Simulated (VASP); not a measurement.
Set up this calculation in VASP 6.6.1, as the native input.

| Quantity | Value |
| --- | --- |
| Task | electric field gradients |
| Functional | PBEsol |
| Potentials or basis | VASP PAW PBE potentials, release 64 (Sb_d_GW) |
| Cutoff | 400 eV |
| k mesh | 9 × 9 × 9 |
| Occupations | fermi-dirac, width 0.05 eV |
| Spin | no spin polarisation |
| Dipole correction | no |
| Further INCAR settings | ALGO = Normal; EDIFF = 1e-08; NBANDS = 22 |

The structure of Sb lies in POSCAR:

```
Sb
1.0
    2.1361663378      1.2333162102      3.7188717261
   -2.1361663378      1.2333162102      3.7188717261
    0.0000000000     -2.4666324202      3.7188717261
Sb
2
Direct
    0.2336400000      0.2336400000      0.2336400000
    0.7663600000      0.7663600000      0.7663600000
```

The input as run:

INCAR

```
PREC     = Accurate       # precision mode
ENCUT    = 400            # plane-wave cutoff, eV
EDIFF    = 1E-8           # SCF threshold, eV
ISMEAR   = -1             # smearing method
SIGMA    = 0.05           # smearing width, eV
LREAL    = False          # projectors in reciprocal space
LASPH    = True           # aspherical terms in the spheres
NELM     = 120            # most SCF steps
ALGO     = Normal         # electronic algorithm
ISIF     = 2              # what is computed and relaxed
LWAVE    = False          # write WAVECAR
LCHARG   = False          # write CHGCAR
GGA      = PS             # functional
LEFG     = True         
NBANDS   = 22             # bands
GGA_COMPAT= False
```

KPOINTS

```
Automatic mesh
0
Gamma
  9 9 9
```

Potentials or basis: VASP PAW PBE potentials, release 64 (Sb_d_GW).

Run with:

```sh
$ cat potpaw_PBE.64/Sb_d_GW/POTCAR > POTCAR
$ mpirun -np 1 vasp_std > vasp.out
```

It gave:

```yaml
Pressure: 1.4 GPa
Largest_force: 0.254 eV/Å
Largest_electric_field_gradient_by_atom: Sb -45.9 V/Å²
```

Caveat: without QUAD_EFG the Cq values of the log hold for a quadrupole moment of 1 mb, not for the nuclei; the PAW data sets were made with another functional, which shifts forces and pressure a little.

Run time: 53 s on 1 thread of Intel(R) Xeon(R) 6975P-C (Granite Rapids), with other jobs on the host, peak memory 0.22 GiB.
